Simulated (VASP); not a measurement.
A run of VASP 6.6.1 is set up as follows.

INCAR

```
SYSTEM = Si
PREC = Accurate ; ENCUT = 520
EDIFF = 1E-6 ; ISMEAR = 0
SIGMA = 0.1 ; LREAL = .False.
LASPH = .True. ; NELM = 60
ALGO = Normal ; ISIF = 2
LWAVE = .False. ; LCHARG = .True.
LDIPOL = .True. ; IDIPOL = 3
DIPOL = 0.5 0.5 0.372 ; GGA = PE
IVDW = 12 ; LELF = .True.
LVHAR = .True. ; LVACPOTAV = .True.
NBANDS = 16
```

Contents of KPOINTS:

```
regular mesh
0
Gamma
  9 9 1
  0 0 0
```

Contents of POSCAR:

```
Si
1.0
    3.8475254748      0.0000000000      0.0000000000
   -1.9237627374      3.3320548028      0.0000000000
    0.0000000000      0.0000000000     18.4415958287
Si
4
Direct
    0.3333333333      0.6666666667      0.2695427207
    0.6666666667      0.3333333333      0.2440135898
    1.5555555556     -0.5555555556      0.4995010147
    1.2222222222     -0.2222222222      0.4739718838
```

Potentials or basis: VASP PAW PBE potentials, release 64 (Si).

The run is started by

```sh
$ cat potpaw_PBE.64/Si/POTCAR > POTCAR
$ mpirun -np 1 vasp_std > vasp.out
```

**Question.** Estimate the band gap on the k mesh.

**Answer.** 0.46 eV, indirect (least direct gap 0.53 eV).

**Question.** What does it give for the dispersion energy per atom?

**Answer.** -0.249 eV.

**Question.** What does it give for the largest force?

**Answer.** 0.199 eV/Å.

Forces in eV/Å, atoms in the order of the input:
```
Si   0.007 -0.004  0.199
Si   0.016 -0.009 -0.018
Si  -0.023  0.013  0.011
Si  -0.001  0.001 -0.191
```
